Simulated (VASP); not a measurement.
# BeTe (F-43m) in VASP: a series of runs

The runs below take BeTe through single point, with PBE.

Everything below comes from runs of VASP 6.6.1. Logs are shortened: lines on timing, memory, paths and dates and some standing lists are left out, and cuts for length are marked.

### 1 The cell of the first run

Symmetry: F-43m, No. 216, cubic system. The conventional cell has a = 5.253 Å, b = 5.253 Å, c = 5.253 Å, α = 90.00°, β = 90.00°, γ = 90.00°. Be (site symmetry -43m) has 4 Te at 2.27 Å within 3.0 Å. Within 3.0 Å of Te (site symmetry -43m) lie 4 Be at 2.27 Å.

### 2 Single point, PBE

The input, INCAR:

```
SYSTEM = BeTe
  ALGO = Normal
  EDIFF = 1E-6
  ENCUT = 520
  GGA = PE
  ISIF = 2
  ISMEAR = 0
  LASPH = .TRUE.
  LCHARG = .TRUE.
  LELF = .TRUE.
  LREAL = .FALSE.
  LVHAR = .TRUE.
  LWAVE = .FALSE.
  NBANDS = 11
  NELM = 80
  PREC = Accurate
  SIGMA = 0.01
```

The input, KPOINTS:

```
k-points
0
G
  8 8 8
  0 0 0
```

The input, POSCAR:

```
BeTe
1.0
    0.0000000000      2.6263422107      2.6263422107
    2.6263422107      0.0000000000      2.6263422107
    2.6263422107      2.6263422107      0.0000000000
Be Te
1 1
Direct
    0.0000000000      0.0000000000      0.0000000000
    0.2500000000      0.2500000000      0.2500000000
```

Potentials or basis: VASP PAW PBE potentials, release 64 (Be, Te).

Run with:

```sh
$ cat potpaw_PBE.64/Be/POTCAR potpaw_PBE.64/Te/POTCAR > POTCAR
$ mpirun -np 1 vasp_std > vasp.out
```

OUTCAR:

```text
SYSTEM = BeTe
   EDIFF = 1E-6
   ENCUT = 520
   GGA = PE
   ISIF = 2
   ISMEAR = 0
   LASPH = .TRUE.
   LREAL = .FALSE.
   NELM = 80
   PREC = Accurate

 ion  position               nearest neighbor table
   1  0.000  0.000  0.000-   2 2.27   2 2.27   2 2.27   2 2.27
   2  0.250  0.250  0.250-   1 2.27   1 2.27   1 2.27   1 2.27

  LATTYP: Found a face centered cubic cell.
 ALAT       =     5.2526844214

  Lattice vectors:

 A1 = (   0.0000000000,   2.6263422107,   2.6263422107)
 A2 = (   2.6263422107,   0.0000000000,   2.6263422107)
 A3 = (   2.6263422107,   2.6263422107,   0.0000000000)

Analysis of symmetry for initial positions (statically):
=====================================================================
 Subroutine PRICEL returns:
 Original cell was already a primitive cell.

 Routine SETGRP: Setting up the symmetry group for a
 face centered cubic supercell.

 Subroutine GETGRP returns: Found 24 space group operations
 (whereof 24 operations were pure point group operations)
 out of a pool of 48 trial point group operations.

The static configuration has the point symmetry T_d .

Analysis of symmetry for dynamics (positions and initial velocities):
=====================================================================
 Subroutine PRICEL returns:
 Original cell was already a primitive cell.

 Routine SETGRP: Setting up the symmetry group for a
 face centered cubic supercell.

 Subroutine GETGRP returns: Found 24 space group operations
 (whereof 24 operations were pure point group operations)
 out of a pool of 48 trial point group operations.

The dynamic configuration has the point symmetry T_d .

 Subroutine INISYM returns: Found 24 space group operations
 (whereof 24 operations are pure point group operations),
 and found     1 'primitive' translations

----------------------------------------------------------------------------------------

                                     Primitive cell

  volume of cell :      36.2313

  direct lattice vectors                    reciprocal lattice vectors
     0.000000000  2.626342211  2.626342211    -0.190378846  0.190378846  0.190378846
     2.626342211  0.000000000  2.626342211     0.190378846 -0.190378846  0.190378846
     2.626342211  2.626342211  0.000000000     0.190378846  0.190378846 -0.190378846

  length of vectors
     3.714208774  3.714208774  3.714208774     0.329745834  0.329745834  0.329745834

  position of ions in fractional coordinates (direct lattice)
     0.000000000  0.000000000  0.000000000
     0.250000000  0.250000000  0.250000000

  ion indices of the primitive-cell ions
   primitive index   ion index
                 1           1
                 2           2

----------------------------------------------------------------------------------------

 KPOINTS: k-points

Automatic generation of k-mesh.
 Grid dimensions read from file:
 generate k-points for:    8    8    8

 Generating k-lattice:

  Cartesian coordinates                     Fractional coordinates (reciprocal lattice)
    -0.023797356  0.023797356  0.023797356     0.125000000  0.000000000  0.000000000
     0.023797356 -0.023797356  0.023797356     0.000000000  0.125000000  0.000000000
     0.023797356  0.023797356 -0.023797356     0.000000000  0.000000000  0.125000000

  Length of vectors
     0.041218229  0.041218229  0.041218229

  Shift w.r.t. Gamma in fractional coordinates (k-lattice)
     0.000000000  0.000000000  0.000000000

 Subroutine IBZKPT returns following result:
 ===========================================

 Found     29 irreducible k-points:

 Following reciprocal coordinates:
            Coordinates               Weight
  0.000000  0.000000  0.000000      1.000000
  0.125000  0.000000  0.000000      8.000000
  0.250000  0.000000  0.000000      8.000000
  0.375000  0.000000  0.000000      8.000000
  0.500000  0.000000  0.000000      4.000000
  0.125000  0.125000  0.000000      6.000000
[... 16 lines left out ...]
  0.500000  0.250000  0.125000     48.000000
 -0.375000  0.250000  0.125000     24.000000
 [... further k-points ...]
   k-points           NKPTS =     29   k-points in BZ     NKDIM =     29   number of bands    NBANDS=     11
   number of dos      NEDOS =    301   number of ions     NIONS =      2
   total plane-waves  NPLWV =  21952
   dimension x,y,z NGX =    28 NGY =   28 NGZ =   28
   dimension x,y,z NGXF=    56 NGYF=   56 NGZF=   56
   ions per type =               1   1
   NGX,Y,Z   is equivalent  to a cutoff of  12.53, 12.53, 12.53 a.u.
   NGXF,Y,Z  is equivalent  to a cutoff of  25.07, 25.07, 25.07 a.u.
 SYSTEM =  BeTe
   PREC   = accura    normal or accurate (medium, high low for compatibility)
   ISTART =      0    job   : 0-new  1-cont  2-samecut
   ICHARG =      2    charge: 1-file 2-atom 10-const
   ISPIN  =      1    spin polarized calculation?
   LNONCOLLINEAR =      F non collinear calculations
   LSORBIT =      F    spin-orbit coupling
   LASPH  =      T    aspherical Exc in radial PAW
   ENCUT  =  520.0 eV  38.22 Ry    6.18 a.u.   6.91  6.91  6.91*2*pi/ulx,y,z
   NELM   =     80;   NELMIN=  2; NELMDL= -5     # of ELM steps
   EDIFF  = 0.1E-05   stopping-criterion for ELM
   LREAL  =      F    real-space projection
   EDIFFG = 0.1E-04   stopping-criterion for IOM
   NSW    =      0    number of steps for IOM
   IBRION =     -1    ionic relax: 0-MD 1-quasi-New 2-CG
   NFREE  =      0    steps in history (QN), initial steepest desc. (CG)
   ISIF   =      2    stress and relaxation
   ISYM   =      2    0-nonsym 1-usesym 2-fastsym
   POTIM  = 0.5000    time-step for ionic-motion
   TEBEG  =    0.0;   TEEND  =   0.0 temperature during run
   PSTRESS=    0.0 pullay stress
   NELECT =       8.0000    total number of electrons
   NUPDOWN=      -1.0000    fix difference up-down
   EMIN   =  10.00;   EMAX   =-10.00  energy-range for DOS
   EFERMI =   0.00;   METHOD = LEGACY
   ISMEAR =     0;   SIGMA  =   0.01  broadening in eV -4-tet -1-fermi 0-gaus
   EFERMI_NEDOS =   21; number of points for ismear=-14 and -15
   IALGO  =     38    algorithm
   IMIX   =      4    mixing-type and parameters
     AMIX     =   0.40;   BMIX     =  1.00
     AMIX_MAG =   1.60;   BMIX_MAG =  1.00
  volume/ion in A,a.u.               =      18.12       122.25
  Fermi-wavevector in a.u.,A,eV,Ry     =   0.989487  1.869860 13.321259  0.979085
  Thomas-Fermi vector in A             =   2.121089
   LORBIT       =      0    0 simple, 1 ext, 2 COOP (PROOUT), +10 PAW based schemes
   GGA     = PE    functional components
   LHFCALC =     F    Hartree Fock is set to
   AEXX    =    0.0000 exact exchange contribution
   IVDW    =     0    specifies the selected vdW correction
   LEPSILON=     F    determine dielectric tensor
   LRPA    =     F    only Hartree local field effects (RPA)
 non-spin polarized calculation
 Gauss-broadening in eV      SIGMA  =   0.01
  energy-cutoff  :      520.00
  volume of cell :       36.23
 maximum number of plane-waves:       992
   NGX = 13   NGY = 13   NGZ = 13

 number of electron       8.0000000 magnetization

 Free energy of the ion-electron system (eV)
  ---------------------------------------------------
  ext. energy  EPLUGINS =         0.00000000
  ---------------------------------------------------
  free energy    TOTEN  =        -7.13640155 eV

  energy without entropy =       -7.13640155  energy(sigma->0) =       -7.13640155

 E-fermi :   7.8398     XC(G=0):  -9.9227

 val. band max:        7.7179436494   @ k =   0.0000   0.0000   0.0000
 cond. band min:       9.0892543553   @ k =   0.5000   0.5000   0.0000
 fundamental gap:      1.3713107059
 Fermi energy:         7.8397902414

 k-point     1 :       0.0000    0.0000    0.0000
  band No.  band energies     occupation
      1      -6.1738      2.00000
      2       7.7179      2.00000
      3       7.7179      2.00000
      4       7.7179      2.00000
      5      11.0766      0.00000
      6      11.0766      0.00000
      7      11.0766      0.00000
      8      13.2064      0.00000
      9      16.2713      0.00000
     10      18.3907      0.00000
     11      18.3907      0.00000

 k-point     2 :       0.1250    0.0000    0.0000
  band No.  band energies     occupation
      1      -5.9783      2.00000
      2       6.0796      2.00000
      3       7.3683      2.00000
      4       7.3683      2.00000
      5      11.4523      0.00000
      6      11.5463      0.00000
      7      11.5463      0.00000
      8      14.2936      0.00000
      9      16.6695      0.00000
     10      17.1433      0.00000
     11      17.1433      0.00000

 k-point     3 :       0.2500    0.0000    0.0000
  band No.  band energies     occupation
      1      -5.4242      2.00000
      2       3.5859      2.00000
      3       6.7678      2.00000
      4       6.7678      2.00000
      5      11.4808      0.00000
      6      12.1734      0.00000
      7      12.1734      0.00000
      8      15.5662      0.00000
      9      16.8700      0.00000
     10      16.8700      0.00000
     11      17.3539      0.00000

 k-point     4 :       0.3750    0.0000    0.0000
  band No.  band energies     occupation
      1      -4.6693      2.00000
      2       1.5437      2.00000
      3       6.3299      2.00000
      4       6.3299      2.00000
      5      11.4156      0.00000
      6      12.2201      0.00000
      7      12.2201      0.00000
      8      15.4710      0.00000
      9      18.2219      0.00000
     10      18.2219      0.00000
     11      18.6815      0.00000
[... 239 lines left out ...]
 k-point    22 :       0.3750    0.2500    0.1250
  band No.  band energies     occupation
      1      -4.9555      2.00000
      2       3.3852      2.00000
      3       4.6799      2.00000
      4       6.0501      2.00000
      5      11.1408      0.00000
      6      12.8763      0.00000
      7      13.2226      0.00000
      8      14.5449      0.00000
      9      17.4516      0.00000
     10      19.0698      0.00000
     11      20.0370      0.00000

 k-point    23 :       0.5000    0.2500    0.1250
  band No.  band energies     occupation
      1      -4.2647      2.00000
      2       1.9336      2.00000
      3       4.0819      2.00000
      4       5.4158      2.00000
      5      11.6356      0.00000
      6      12.5660      0.00000
      7      13.9954      0.00000
      8      15.2254      0.00000
      9      18.0994      0.00000
     10      18.9933      0.00000
     11      20.7430      0.00000

 k-point    24 :      -0.3750    0.2500    0.1250
  band No.  band energies     occupation
      1      -3.8819      2.00000
      2       1.2104      2.00000
      3       3.9916      2.00000
      4       5.1039      2.00000
      5      11.6908      0.00000
      6      12.3666      0.00000
      7      15.0350      0.00000
      8      16.1070      0.00000
      9      16.6397      0.00000
     10      19.7473      0.00000
     11      20.4935      0.00000

 [... further k-points ...]
[... 5 lines left out ...]
  --------------------------------------------------------------------------------------
  -------------------------------------------------------------------------------------
  Total        4.5942699      4.5942699      4.5942699      0.0000000      0.0000000      0.0000000
  in kB      203.1623136    203.1623136    203.1623136      0.0000000      0.0000000      0.0000000
  external PRESSURE =     203.1623136 kB  Pullay stress =       0.0000000 kB

 VOLUME and BASIS-vectors are now :
 -----------------------------------------------------------------------------
  energy-cutoff  :      520.00
  volume of cell :       36.23
      direct lattice vectors                 reciprocal lattice vectors
     0.000000000  2.626342211  2.626342211    -0.190378846  0.190378846  0.190378846
     2.626342211  0.000000000  2.626342211     0.190378846 -0.190378846  0.190378846
     2.626342211  2.626342211  0.000000000     0.190378846  0.190378846 -0.190378846

 POSITION                                       TOTAL-FORCE (eV/Angst)
 -----------------------------------------------------------------------------------
      0.00000      0.00000      0.00000         0.000000     -0.000000      0.000000
      1.31317      1.31317      1.31317        -0.000000      0.000000     -0.000000
 -----------------------------------------------------------------------------------
    total drift:                                0.000000      0.000000      0.000000

  FREE ENERGIE OF THE ION-ELECTRON SYSTEM (eV)
  ---------------------------------------------------
  free  energy   TOTEN  =        -7.1364015549 eV

  energy  without entropy=       -7.1364015549  energy(sigma->0) =       -7.13640155
```

It took 5.3 s on 1 thread of Intel Xeon 6975P-C (Granite Rapids), shared host; peak memory 0.16 GiB.

Results:

| Item | Value |
| --- | --- |
| Free energy | -7.1364 eV |
| Pressure | 20.3 GPa |
| Band gap on the k mesh | 1.37 eV, indirect (least direct gap 3.36 eV) |

Levels at points of the mesh, in eV from the valence-band top:
```csv
k point,band 1,band 2,band 3,band 4,band 5,band 6,band 7,band 8,band 9
"(0.00, 0.00, 0.00)",-13.89,0.00,0.00,0.00,3.36,3.36,3.36,5.49,8.55
"(0.50, 0.00, 0.00)",-11.95,-7.05,-1.54,-1.54,3.67,4.42,4.42,7.60,11.90
"(0.50, 0.50, 0.00)",-11.22,-6.37,-3.54,-3.54,1.37,2.28,11.06,11.06,12.78
```

Caveat: spin-orbit coupling is left out, which moves the levels of the heavy elements. PBE gaps usually lie below the measured ones, often by a third to a half.

[end of part 1 of 2]
